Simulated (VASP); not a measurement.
**TiAl30 (a cell with a defect): single point with PBE+D3(BJ)**

TiAl30 (a cell with a defect):

```
CELL_PARAMETERS angstrom
8.10000 0.00000 0.00000
0.00000 8.10000 0.00000
0.00000 0.00000 8.10000
ATOMIC_POSITIONS crystal
Al 0.50115 0.00111 0.00086
Al 0.74948 0.25138 0.00116
Al 0.74998 0.00123 0.24999
Al 0.00045 0.00077 0.00249
Al 0.25138 0.25063 0.00239
Al 0.50059 0.50101 0.00108
Al 0.75187 0.75042 0.99903
Al 0.25248 0.99739 0.25566
Al 0.50014 0.25113 0.25077
Al 0.74976 0.50114 0.25045
Al 0.49464 0.99719 0.49821
Al 0.74819 0.25055 0.50001
Al 0.74820 0.00059 0.75024
Al 0.00114 0.50119 0.00230
Al 0.25306 0.75179 0.00189
Al 0.00180 0.25102 0.25104
Al 0.25247 0.50538 0.25526
Al 0.00192 0.99961 0.50327
Al 0.24925 0.25201 0.50197
Al 0.49592 0.50545 0.49860
Al 0.74841 0.75193 0.49782
Al 0.24787 0.99982 0.74915
Al 0.50004 0.25119 0.74918
Al 0.74868 0.50137 0.75007
Al 0.00818 0.75113 0.25641
Al 0.00096 0.50288 0.50347
Al 0.99709 0.25060 0.75365
Al 0.24762 0.50268 0.74970
Al 0.49472 0.75081 0.74293
Al 0.00275 0.75119 0.74786
Ti 0.50408 0.75124 0.24646
```

| Quantity | Value |
| --- | --- |
| Program | VASP 6.6.1 |
| Task | single point |
| Functional | PBE |
| Dispersion | D3(BJ) |
| Potentials or basis | VASP PAW PBE potentials, release 64 (Al, Ti_sv) |
| Cutoff | 520 eV |
| k mesh | 3 × 3 × 3 |
| Occupations | fermi-dirac, width 0.15 eV |
| Spin | no spin polarisation |
| Dipole correction | no |
| Further INCAR settings | LREAL = Auto; ALGO = Normal; EDIFF = 1e-06; NBANDS = 72 |

```json
{
  "Pressure": "-4.5 GPa",
  "Largest force": "0.021 eV/Å",
  "Band gap on the k mesh": "zero (band 51 reaches 7.59 eV, above the bottom of band 52 at 7.52 eV)",
  "Dispersion energy per atom": "-0.331 eV"
}
```

Forces in eV/Å, atoms in the order of the input:
```
Al   0.000  0.004  0.007
Al   0.002  0.001  0.013
Al  -0.006  0.006 -0.001
Al   0.001 -0.004  0.002
Al  -0.005  0.008  0.011
Al   0.003  0.000  0.004
Al   0.006  0.013  0.002
Al  -0.005 -0.009 -0.012
Al  -0.001  0.007  0.009
Al   0.004 -0.004 -0.003
Al   0.017 -0.009  0.009
Al  -0.006  0.009 -0.009
Al  -0.002  0.001  0.002
Al  -0.009  0.002  0.013
Al   0.000 -0.010  0.010
Al   0.007  0.010  0.004
Al  -0.002 -0.005  0.008
Al   0.004 -0.001 -0.001
Al  -0.005 -0.005 -0.007
Al  -0.017 -0.008 -0.009
Al  -0.001 -0.009 -0.009
Al  -0.007 -0.009 -0.004
Al  -0.003  0.004 -0.010
Al  -0.010  0.001  0.005
Al   0.005 -0.005  0.003
Al   0.019 -0.008 -0.007
Al   0.007  0.011 -0.004
Al  -0.005  0.001 -0.016
Al  -0.011  0.007 -0.006
Al   0.011  0.003 -0.001
Ti   0.011  0.001  0.002
```

Stress tensor (GPa, compression positive):
```
-4.53  0.00 -0.21
 0.00 -4.44  0.00
-0.21  0.00 -4.52
```

Levels at points of the mesh, in eV from the Fermi level:
| k point | band 49 | band 50 | band 51 | band 52 | band 53 | band 54 |
| --- | --- | --- | --- | --- | --- | --- |
| (0.00, 0.00, 0.00) | -0.29 | -0.08 | 0.06 | 0.47 | 0.47 | 0.53 |

It took 15 min on 1 thread of Intel(R) Xeon(R) 6975P-C (Granite Rapids), with other jobs on the host, peak memory 0.65 GiB.
